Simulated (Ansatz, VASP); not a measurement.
# One calculation of Bi, two programs

```
CELL_PARAMETERS angstrom
0.00000 2.47198 2.47198
2.47198 0.00000 2.47198
2.47198 2.47198 0.00000
ATOMIC_POSITIONS crystal
Bi 0.00000 0.00000 0.00000
```

Alike in both runs: functional PBEsol; k mesh 14 × 14 × 14; occupations gaussian, width 0.1 eV; no spin polarisation.

Ansatz relaxed the structure, and its values are those at the end. VASP's run is a single point on that final structure, the one shown.

|  | VASP | Ansatz |
| --- | --- | --- |
| version | VASP 6.6.1 | Ansatz 0.2.0 |
| potentials or method | VASP PAW PBE potentials, release 64 (Bi_d), cutoff 520 eV | scalar-relativistic, plane waves, PAW |
| valence electrons in the cell | 15 | 15 |

|  | VASP | Ansatz | Ansatz less VASP |
| --- | --- | --- | --- |
| gap on the k mesh at the Fermi level (eV) | none | none | - |
| pressure (GPa) | 0.0 | 0.1 | +0.07 |

VASP's potentials were made for PBE, not for PBEsol. A gap of «none» marks a metal or a gap that the smearing closes. The functional is the same, so the differences come from potentials, cutoffs and numerics.

Spin-orbit coupling is off throughout.
